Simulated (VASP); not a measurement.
**Hf: relaxation of cell and atoms with PBEsol+D3(BJ)**

Hf:

```
Hf
1.0
     3.19670    0.00000    0.00000
    -1.59835    2.76842    0.00000
     0.00000    0.00000    5.05780
Hf
2
Direct
  0.66667 0.33333 0.75000
  0.33333 0.66667 0.25000
```

```json
{"Program": "VASP 6.6.1", "Task": "relaxation of cell and atoms", "Functional": "PBEsol", "Dispersion": "D3(BJ)", "Potentials or basis": "VASP PAW PBE potentials, release 64 (Hf_pv)", "Cutoff": "600 eV", "k mesh": "10 × 10 × 5", "Occupations": "fermi-dirac, width 0.05 eV", "Spin": "no spin polarisation", "Dipole correction": "no", "Further INCAR settings": "ALGO = Fast; EDIFF = 1e-06; IBRION = 2; EDIFFG = -0.01; NSW = 60; ISIF = 3"}
```

```
Relaxed volume                         : 20.78 Å³/atom
Relaxed cell                           : a = 3.119 Å, b = 3.119 Å, c = 4.932 Å, α = 90.00°, β = 90.00°, γ = 120.00°
Space group after relaxing (to 0.05 Å) : P6_3/mmc (No. 194)
Energy gained by relaxing              : 42.8 meV/atom
Ionic steps                            : 6
Pressure after relaxing                : -0.1 GPa
Band gap on the k mesh                 : zero (band 10 reaches 6.46 eV, above the bottom of band 11 at 4.92 eV)
Dispersion energy per atom             : -0.552 eV
```

Step by step:
| step | energy change (eV) | largest force (eV/Å) | pressure (GPa) | volume (Å³) |
| --- | --- | --- | --- | --- |
| 1 | 0.0000 | 0.0000 | -8.00 | 44.76 |
| 2 | 0.0513 | 0.0000 | 13.05 | 37.90 |
| 3 | -0.0857 | 0.0000 | -0.20 | 41.58 |
| 4 | -0.0857 | 0.0000 | -0.03 | 41.51 |
| 5 | -0.0857 | 0.0000 | 0.16 | 41.45 |
| 6 | -0.0857 | 0.0000 | -0.07 | 41.56 |

Final structure:
```xyz
2
Lattice="3.1194 0.0000 0.0000 -1.5597 2.7015 0.0000 0.0000 0.0000 4.9317" Properties=species:S:1:pos:R:3 pbc="T T T"
Hf    1.5597    0.9005    3.6988
Hf    0.0000    1.8010    1.2329
```

Levels at points of the mesh, in eV from the Fermi level:
```tsv
k point	band 6	band 7	band 8	band 9	band 10	band 11	band 12	band 13	band 14
(0.00, 0.00, 0.00)	-29.85	-7.61	-3.92	0.99	1.21	1.21	1.52	2.11	2.11
(0.50, 0.00, 0.00)	-29.97	-3.46	-3.01	-2.44	-0.62	0.77	1.00	1.85	6.41
```

It took 63 s on 1 thread of Intel(R) Xeon(R) 6975P-C (Granite Rapids), on a shared host, peak memory 0.2 GiB.

Caveat: the PAW data sets were made with another functional, which shifts forces and pressure a little; spin-orbit coupling is left out, which moves the levels of the heavy elements; pairwise dispersion overbinds metals, which lowers pressure and volume.
